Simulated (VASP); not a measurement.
# Hf3SnS8 (P-3m1) in VASP: single point with PBE

Aim: the single point of Hf3SnS8 with PBE.

All numbers are computed with VASP 6.6.1; they aren't measurements. Logs are shortened: lines on timing, memory, paths and dates and some standing lists are left out, and cuts for length are marked.

### 1 The cell of the first run

Symmetry: P-3m1, No. 164, trigonal system. Conventional cell: a = 7.350 Å, b = 7.350 Å, c = 6.899 Å, α = 90.00°, β = 90.00°, γ = 120.00°. Within 3.4 Å of Hf (site symmetry 2/m) lie 6 S at 2.56 to 2.57 Å. Within 3.4 Å of Sn (site symmetry -3m) lie 6 S at 2.60 Å. S (site symmetry m) has 2 Hf at 2.57 Å and 1 Sn at 2.60 Å within 3.4 Å. Within 3.4 Å of S (site symmetry 3m) lie 3 Hf at 2.56 Å.

### 2 Single point, PBE

INCAR reads:

```
PREC     = Accurate       # precision mode
ENCUT    = 520            # plane-wave cutoff, eV
EDIFF    = 1E-7           # SCF threshold, eV
ISMEAR   = 0              # smearing method
SIGMA    = 0.01           # smearing width, eV
LREAL    = F              # projectors in reciprocal space
LASPH    = T              # aspherical terms in the spheres
NELM     = 60             # most SCF steps
ALGO     = Normal         # electronic algorithm
ISIF     = 2              # what is computed and relaxed
LWAVE    = F              # write WAVECAR
LCHARG   = F              # write CHGCAR
GGA      = PE             # functional
NBANDS   = 58             # bands
```

KPOINTS reads:

```
Automatic mesh
0
Gamma
  6 6 6
```

POSCAR reads:

```
Hf3SnS8
1.0
    7.3498150657      0.0000000000      0.0000000000
   -3.6749075328      6.3651265600      0.0000000000
    0.0000000000      0.0000000000      6.8985760380
Hf Sn S
3 1 8
Direct
    0.0000000000      0.5000000000      0.0000000000
    0.5000000000      0.0000000000      0.0000000000
    0.5000000000      0.5000000000      0.0000000000
    0.0000000000      0.0000000000      0.0000000000
    0.1684086628      0.3368173255      0.2119719459
    0.1684086628      0.8315913372      0.2119719459
    0.6666666667      0.3333333333      0.2079177574
    0.6631826745      0.8315913372      0.2119719459
    0.3368173255      0.1684086628      0.7880280541
    0.3333333333      0.6666666667      0.7920822426
    0.8315913372      0.1684086628      0.7880280541
    0.8315913372      0.6631826745      0.7880280541
```

Potentials or basis: VASP PAW PBE potentials, release 64 (Hf_pv, Sn_d, S).

Started as:

```sh
$ cat potpaw_PBE.64/Hf_pv/POTCAR potpaw_PBE.64/Sn_d/POTCAR potpaw_PBE.64/S/POTCAR > POTCAR
$ mpirun -np 1 vasp_std > vasp.out
```

OUTCAR:

```text
PREC = Accurate
   ENCUT = 520
   EDIFF = 1E-7
   ISMEAR = 0
   LREAL = F
   LASPH = T
   NELM = 60
   ISIF = 2
   GGA = PE

 ion  position               nearest neighbor table
   1  0.000  0.500  0.000-   7 2.56  10 2.56   6 2.57  11 2.57   5 2.57  12 2.57   4 3.67   4 3.67
                             3 3.67   3 3.67   2 3.67   2 3.67
   2  0.500  0.000  0.000-   7 2.56  10 2.56   6 2.57  11 2.57   8 2.57   9 2.57   3 3.67   3 3.67
                             4 3.67   4 3.67   1 3.67   1 3.67
   3  0.500  0.500  0.000-   7 2.56  10 2.56   9 2.57   8 2.57   5 2.57  12 2.57   2 3.67   2 3.67
                             1 3.67   1 3.67   4 3.67   4 3.67
   4  0.000  0.000  0.000-   5 2.60  12 2.60   9 2.60   8 2.60  11 2.60   6 2.60   1 3.67   1 3.67
                             2 3.67   2 3.67   3 3.67   3 3.67
   5  0.168  0.337  0.212-   3 2.57   1 2.57   4 2.60
   6  0.168  0.832  0.212-   1 2.57   2 2.57   4 2.60
   7  0.667  0.333  0.208-   2 2.56   1 2.56   3 2.56
   8  0.663  0.832  0.212-   3 2.57   2 2.57   4 2.60
   9  0.337  0.168  0.788-   3 2.57   2 2.57   4 2.60
  10  0.333  0.667  0.792-   2 2.56   1 2.56   3 2.56
  11  0.832  0.168  0.788-   1 2.57   2 2.57   4 2.60
  12  0.832  0.663  0.788-   3 2.57   1 2.57   4 2.60

  LATTYP: Found a hexagonal cell.
 ALAT       =     7.3498150657
 C/A-ratio  =     0.9386053902

  Lattice vectors:

 A1 = (   7.3498150657,   0.0000000000,   0.0000000000)
 A2 = (  -3.6749075328,   6.3651265600,   0.0000000000)
 A3 = (   0.0000000000,   0.0000000000,   6.8985760380)

Analysis of symmetry for initial positions (statically):
=====================================================================
 Subroutine PRICEL returns:
 Original cell was already a primitive cell.

 Routine SETGRP: Setting up the symmetry group for a
 hexagonal supercell.

 Subroutine GETGRP returns: Found 12 space group operations
 (whereof 12 operations were pure point group operations)
 out of a pool of 24 trial point group operations.

The static configuration has the point symmetry D_3d.

Analysis of symmetry for dynamics (positions and initial velocities):
=====================================================================
 Subroutine PRICEL returns:
 Original cell was already a primitive cell.

 Routine SETGRP: Setting up the symmetry group for a
 hexagonal supercell.

 Subroutine GETGRP returns: Found 12 space group operations
 (whereof 12 operations were pure point group operations)
 out of a pool of 24 trial point group operations.

The dynamic configuration has the point symmetry D_3d.

 Subroutine INISYM returns: Found 12 space group operations
 (whereof 12 operations are pure point group operations),
 and found     1 'primitive' translations

----------------------------------------------------------------------------------------

                                     Primitive cell

  volume of cell :     322.7327

  direct lattice vectors                    reciprocal lattice vectors
     7.349815066  0.000000000  0.000000000     0.136057845  0.078553034  0.000000000
    -3.674907533  6.365126560  0.000000000     0.000000000  0.157106067  0.000000000
     0.000000000  0.000000000  6.898576038     0.000000000  0.000000000  0.144957451

  length of vectors
     7.349815066  7.349815066  6.898576038     0.157106067  0.157106067  0.144957451

  position of ions in fractional coordinates (direct lattice)
     1.000000000  0.500000000  0.000000000
     0.500000000  0.000000000  0.000000000
     0.500000000  0.500000000  0.000000000
     0.000000000  0.000000000  0.000000000
     0.168408663  0.336817326  0.211971946
     0.168408663  0.831591337  0.211971946
     0.666666667  0.333333333  0.207917757
     0.663182674  0.831591337  0.211971946
     0.336817326  0.168408663  0.788028054
     0.333333333  0.666666667  0.792082243
     0.831591337  0.168408663  0.788028054
     0.831591337  0.663182674  0.788028054

  ion indices of the primitive-cell ions
   primitive index   ion index
                 1           1
                 2           2
                 3           3
                 4           4
                 5           5
                 6           6
                 7           7
                 8           8
                 9           9
                10          10
                11          11
                12          12

----------------------------------------------------------------------------------------

 KPOINTS: Automatic mesh

Automatic generation of k-mesh.
 Grid dimensions read from file:
 generate k-points for:    6    6    6

 Generating k-lattice:

  Cartesian coordinates                     Fractional coordinates (reciprocal lattice)
     0.022676308  0.013092172  0.000000000     0.166666667 -0.000000000  0.000000000
     0.000000000  0.026184345  0.000000000     0.000000000  0.166666667  0.000000000
     0.000000000  0.000000000  0.024159575     0.000000000  0.000000000  0.166666667

  Length of vectors
     0.026184345  0.026184345  0.024159575

  Shift w.r.t. Gamma in fractional coordinates (k-lattice)
     0.000000000  0.000000000  0.000000000

 Subroutine IBZKPT returns following result:
 ===========================================

 Found     34 irreducible k-points:

 Following reciprocal coordinates:
            Coordinates               Weight
  0.000000  0.000000  0.000000      1.000000
  0.166667  0.000000  0.000000      6.000000
  0.333333 -0.000000  0.000000      6.000000
  0.500000 -0.000000  0.000000      3.000000
  0.166667  0.166667  0.000000      6.000000
  0.333333  0.166667  0.000000     12.000000
[... 16 lines left out ...]
  0.500000 -0.000000  0.333333      6.000000
  0.166667  0.166667  0.333333     12.000000
 [... further k-points ...]
   k-points           NKPTS =     34   k-points in BZ     NKDIM =     34   number of bands    NBANDS=     58
   number of dos      NEDOS =    301   number of ions     NIONS =     12
   total plane-waves  NPLWV = 169344
   dimension x,y,z NGX =    56 NGY =   56 NGZ =   54
   dimension x,y,z NGXF=   112 NGYF=  112 NGZF=  108
   ions per type =               3   1   8
   NGX,Y,Z   is equivalent  to a cutoff of  12.67, 12.67, 13.01 a.u.
   NGXF,Y,Z  is equivalent  to a cutoff of  25.33, 25.33, 26.03 a.u.
 SYSTEM =  unknown system
   PREC   = accura    normal or accurate (medium, high low for compatibility)
   ISTART =      0    job   : 0-new  1-cont  2-samecut
   ICHARG =      2    charge: 1-file 2-atom 10-const
   ISPIN  =      1    spin polarized calculation?
   LNONCOLLINEAR =      F non collinear calculations
   LSORBIT =      F    spin-orbit coupling
   LASPH  =      T    aspherical Exc in radial PAW
   ENCUT  =  520.0 eV  38.22 Ry    6.18 a.u.  13.67 13.67 12.83*2*pi/ulx,y,z
   NELM   =     60;   NELMIN=  2; NELMDL= -5     # of ELM steps
   EDIFF  = 0.1E-06   stopping-criterion for ELM
   LREAL  =      F    real-space projection
   EDIFFG = 0.1E-05   stopping-criterion for IOM
   NSW    =      0    number of steps for IOM
   IBRION =     -1    ionic relax: 0-MD 1-quasi-New 2-CG
   NFREE  =      0    steps in history (QN), initial steepest desc. (CG)
   ISIF   =      2    stress and relaxation
   ISYM   =      2    0-nonsym 1-usesym 2-fastsym
   POTIM  = 0.5000    time-step for ionic-motion
   TEBEG  =    0.0;   TEEND  =   0.0 temperature during run
   PSTRESS=    0.0 pullay stress
   NELECT =      92.0000    total number of electrons
   NUPDOWN=      -1.0000    fix difference up-down
   EMIN   =  10.00;   EMAX   =-10.00  energy-range for DOS
   EFERMI =   0.00;   METHOD = LEGACY
   ISMEAR =     0;   SIGMA  =   0.01  broadening in eV -4-tet -1-fermi 0-gaus
   EFERMI_NEDOS =   21; number of points for ismear=-14 and -15
   IALGO  =     38    algorithm
   IMIX   =      4    mixing-type and parameters
     AMIX     =   0.40;   BMIX     =  1.00
     AMIX_MAG =   1.60;   BMIX_MAG =  1.00
  volume/ion in A,a.u.               =      26.89       181.49
  Fermi-wavevector in a.u.,A,eV,Ry     =   1.077432  2.036051 15.794450  1.160859
  Thomas-Fermi vector in A             =   2.213343
   LORBIT       =      0    0 simple, 1 ext, 2 COOP (PROOUT), +10 PAW based schemes
   GGA     = PE    functional components
   LHFCALC =     F    Hartree Fock is set to
   AEXX    =    0.0000 exact exchange contribution
   IVDW    =     0    specifies the selected vdW correction
   LEPSILON=     F    determine dielectric tensor
   LRPA    =     F    only Hartree local field effects (RPA)
 non-spin polarized calculation
 Gauss-broadening in eV      SIGMA  =   0.01
  energy-cutoff  :      520.00
  volume of cell :      322.73
 maximum number of plane-waves:      8738
 NGX is ok and might be reduce to    56
   NGX = 27   NGY = 27   NGZ = 25

 number of electron      92.0000005 magnetization

 Free energy of the ion-electron system (eV)
  ---------------------------------------------------
  ext. energy  EPLUGINS =         0.00000000
  ---------------------------------------------------
  free energy    TOTEN  =       -81.47845031 eV

  energy without entropy =      -81.47845031  energy(sigma->0) =      -81.47845031

 E-fermi :   1.8727     XC(G=0):  -8.5444

 val. band max:        1.8235660575   @ k =   0.0000   0.0000   0.0000
 cond. band min:       1.9160513081   @ k =   0.0000   0.0000   0.0000
 fundamental gap:      0.0924852506
 Fermi energy:         1.8726568868

 k-point     1 :       0.0000    0.0000    0.0000
  band No.  band energies     occupation
      1     -28.8515      2.00000
      2     -28.8201      2.00000
      3     -28.8201      2.00000
      4     -28.7811      2.00000
      5     -28.7572      2.00000
      6     -28.7572      2.00000
[... 50 lines left out ...]
     57       6.2161      0.00000
     58       7.2875      0.00000

 k-point     2 :       0.1667    0.0000    0.0000
  band No.  band energies     occupation
      1     -28.8441      2.00000
      2     -28.8185      2.00000
      3     -28.8150      2.00000
      4     -28.7797      2.00000
      5     -28.7588      2.00000
      6     -28.7574      2.00000
[... 50 lines left out ...]
     57       6.5252      0.00000
     58       7.2238      0.00000

 k-point     3 :       0.3333   -0.0000    0.0000
  band No.  band energies     occupation
      1     -28.8316      2.00000
      2     -28.8067      2.00000
      3     -28.8011      2.00000
      4     -28.7758      2.00000
      5     -28.7636      2.00000
      6     -28.7632      2.00000
[... 1216 lines left out ...]
      3     -28.7850      2.00000
      4     -28.7769      2.00000
      5     -28.7724      2.00000
      6     -28.7709      2.00000
[... 50 lines left out ...]
     57       6.6715      0.00000
     58       6.8517      0.00000

 k-point    24 :       0.1667    0.1667    0.3333
  band No.  band energies     occupation
      1     -28.8321      2.00000
      2     -28.8163      2.00000
      3     -28.8029      2.00000
      4     -28.7769      2.00000
      5     -28.7630      2.00000
      6     -28.7582      2.00000
[... 50 lines left out ...]
     57       6.8858      0.00000
     58       7.0903      0.00000

 [... further k-points ...]
[... 5 lines left out ...]
  --------------------------------------------------------------------------------------
  -------------------------------------------------------------------------------------
  Total       -0.9186171     -0.9186171     -0.6740539     -0.0000000     -0.0000000     -0.0000000
  in kB       -4.5603922     -4.5603922     -3.3462799     -0.0000000     -0.0000000     -0.0000000
  external PRESSURE =      -4.1556881 kB  Pullay stress =       0.0000000 kB

 VOLUME and BASIS-vectors are now :
 -----------------------------------------------------------------------------
  energy-cutoff  :      520.00
  volume of cell :      322.73
      direct lattice vectors                 reciprocal lattice vectors
     7.349815066  0.000000000  0.000000000     0.136057845  0.078553034  0.000000000
    -3.674907533  6.365126560  0.000000000     0.000000000  0.157106067  0.000000000
     0.000000000  0.000000000  6.898576038     0.000000000  0.000000000  0.144957451

 POSITION                                       TOTAL-FORCE (eV/Angst)
 -----------------------------------------------------------------------------------
     -1.83745      3.18256      0.00000        -0.000000     -0.000000      0.000000
      3.67491      0.00000      0.00000        -0.000000     -0.000000      0.000000
      1.83745      3.18256      0.00000        -0.000000     -0.000000      0.000000
      0.00000      0.00000      0.00000        -0.000000     -0.000000      0.000000
      0.00000      2.14388      1.46230         0.000000      0.040147     -0.048913
     -1.81825      5.29318      1.46230         0.034769     -0.020074     -0.048913
      3.67491      2.12171      1.43434        -0.000000     -0.000000     -0.066748
      1.81825      5.29318      1.46230        -0.034769     -0.020074     -0.048913
      1.85666      1.07194      5.43627         0.034769      0.020074      0.048913
     -0.00000      4.24342      5.46424        -0.000000     -0.000000      0.066748
      5.49316      1.07194      5.43627        -0.034769      0.020074      0.048913
      3.67491      4.22124      5.43627        -0.000000     -0.040147      0.048913
 -----------------------------------------------------------------------------------
    total drift:                               -0.000000      0.000000      0.000000

  FREE ENERGIE OF THE ION-ELECTRON SYSTEM (eV)
  ---------------------------------------------------
  free  energy   TOTEN  =       -81.4784503138 eV

  energy  without entropy=      -81.4784503138  energy(sigma->0) =      -81.47845031
```

Wall time 14 min (1 thread of Intel Xeon Platinum 8259CL at 2.50GHz (Skylake/Cascade Lake), shared host); peak memory 0.76 GiB.

What came out:

- Free energy: -81.4785 eV
- Pressure: -0.4 GPa
- Largest force: 0.067 eV/Å
- Band gap on the k mesh: 0.09 eV

Forces on the atoms (eV/Å):
```
Hf   0.000  0.000  0.000
Hf   0.000  0.000  0.000
Hf   0.000  0.000  0.000
Sn   0.000  0.000  0.000
S    0.000  0.040 -0.049
S    0.035 -0.020 -0.049
S    0.000  0.000 -0.067
S   -0.035 -0.020 -0.049
S    0.035  0.020  0.049
S    0.000  0.000  0.067
S   -0.035  0.020  0.049
S    0.000 -0.040  0.049
```

Caveat: semilocal functionals underestimate gaps, and a narrow one can read as zero; spin-orbit coupling is left out, which moves the levels of the heavy elements; this functional lacks dispersion, which binds layers or chains, so the pressure and a relaxed spacing across them are unreliable. A k mesh can miss the band edges.
